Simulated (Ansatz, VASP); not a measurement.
# Two plane-wave programs on AlN

File INCAR:

```
SYSTEM = AlN
PREC = Accurate
ENCUT = 520
EDIFF = 1E-6
ISMEAR = 0
SIGMA = 0.05
LREAL = .FALSE.
LASPH = .TRUE.
NELM = 80
ALGO = Normal
ISIF = 2
LWAVE = .FALSE.
LCHARG = .FALSE.
GGA = PE
NBANDS = 16
```

Contents of KPOINTS:

```
regular mesh
0
G
  12 12 6
  0 0 0
```

Contents of POSCAR:

```
AlN
1.0
    3.1110021516      0.0000000000      0.0000000000
   -1.5555010758      2.6942068945      0.0000000000
    0.0000000000      0.0000000000      4.9780000000
Al N
2 2
Direct
    0.3333333333      0.6666666667      0.0000000000
    0.6666666667      0.3333333333      0.5000000000
    0.1812263730      0.5553166435      0.3850000000
    0.6666666667      0.3333333333      0.8850000000
```

Input for Ansatz:

```yaml
crystal:
  lattice:
    - [3.1110021516, 0.0, 0.0]
    - [-1.5555010758, 2.6942068945, 0.0]
    - [0.0, 0.0, 4.978]
  atoms:
    - { symbol: Al, position: [0.3333333333, 0.6666666667, 0.0] }
    - { symbol: Al, position: [0.6666666667, 0.3333333333, 0.5] }
    - { symbol: "N", position: [0.181226373, 0.5553166435, 0.385] }
    - { symbol: "N", position: [0.6666666667, 0.3333333333, 0.885] }
basis:
  ecutwfc: 420
kpoints:
  mp_grid: { grid: [12, 12, 6] }
hamiltonian:
  xc: pbe
scf:
  occupations: { method: gaussian, width: 0.05 }
output:
  forces: true
  stress: true
  eigenvalues: true
  write_density: true
  write_potential: true
  elf: true
  volumetric_format: npy
```

Alike in both runs: task single point; functional PBE; k mesh 12 × 12 × 6; occupations gaussian, width 0.05 eV; no spin polarisation.

|  | VASP | Ansatz |
| --- | --- | --- |
| version | VASP 6.6.1 | Ansatz 0.2.0 |
| potentials or method | VASP PAW PBE potentials, release 64 (Al, N), cutoff 520 eV | scalar-relativistic, plane waves, PAW |
| valence electrons in the cell | 16 | 16 |

```tsv
	VASP	Ansatz	Ansatz less VASP
gap on the k mesh at the Fermi level (eV)	3.71	3.70	-0.005
least direct gap on the mesh (eV)	3.71	3.70	-0.005
pressure (GPa)	21.8	21.9	+0.08
traceless stress, the component that is largest in VASP (GPa)	25.95	25.79	-0.157
rms of the force components (eV/Å)	5.979	5.947	-0.0324
```

Atom by atom the forces differ by 0.032 eV/Å (rms over components). The functional is the same, so the differences come from potentials, cutoffs and numerics.
